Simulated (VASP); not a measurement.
Wanted: the native input for a VASP 6.6.1 run.

```yaml
Task: single point
Functional: r2SCAN
Potentials_or_basis: VASP PAW PBE potentials, release 64 (Au)
Cutoff: 520 eV
k_mesh: 6 × 6 × 3
Occupations: fermi-dirac, width 0.05 eV
Spin: no spin polarisation
Dipole_correction: no
Further_INCAR_settings: ALGO = Normal; EDIFF = 1e-06; NBANDS = 18
```

Crystal: Au.

```xyz
2
Lattice="2.8155 0.0000 0.0000 -0.0130 2.8202 0.0000 -1.1379 -1.1854 4.9240" Properties=species:S:1:pos:R:3 pbc="T T T"
Au    1.5740    1.5533    1.3495
Au    0.0907    0.0815    3.5746
```

These files were run (other wordings do the same):

POSCAR

```
Au
1.0
    2.8154890579      0.0000000000      0.0000000000
   -0.0129553469      2.8201795887      0.0000000000
   -1.1378916452     -1.1854109603      4.9240140333
Au
2
Direct
    0.6728620000      0.6659620000      0.2740550000
    0.3271380000      0.3340380000      0.7259450000
```

INCAR.step1

```
SYSTEM = Au
ALGO = Normal
EDIFF = 1E-4
ENCUT = 520
GGA = PE
ISMEAR = -1
LASPH = .TRUE.
LCHARG = .FALSE.
LREAL = .FALSE.
LWAVE = .TRUE.
NBANDS = 18
NELM = 80
PREC = Accurate
SIGMA = 0.05
```

INCAR.step2

```
SYSTEM = Au
ALGO = Normal
EDIFF = 1E-6
ENCUT = 520
ISIF = 2
ISMEAR = -1
ISTART = 1
LASPH = .TRUE.
LCHARG = .FALSE.
LMIXTAU = .TRUE.
LREAL = .FALSE.
LWAVE = .FALSE.
METAGGA = R2SCAN
NBANDS = 18
NELM = 80
PREC = Accurate
SIGMA = 0.05
```

KPOINTS

```
k-points
0
G
  6 6 3
  0 0 0
```

Potentials or basis: VASP PAW PBE potentials, release 64 (Au).

The run is started by

```bash
$ cat potpaw_PBE.64/Au/POTCAR > POTCAR
$ cp INCAR.step1 INCAR
$ mpirun -np 1 vasp_std > vasp.out
$ cp INCAR.step2 INCAR
$ mpirun -np 1 vasp_std > vasp.out
```

Results of the run:

```yaml
Pressure: -5.0 GPa
Largest_force: 0.016 eV/Å
Band_gap_on_the_k_mesh: zero (band 11 reaches 10.65 eV, above the bottom of band 12 at 5.18 eV)
```

Caveat: the k points lie up to 0.43 Å⁻¹ apart; the PAW data sets were made with another functional, which shifts forces and pressure a little; spin-orbit coupling is left out, which moves the levels of the heavy elements.

It took 75 s on 1 thread of Intel(R) Xeon(R) Platinum 8488C (Sapphire Rapids), with other jobs on the host, peak memory 0.18 GiB.
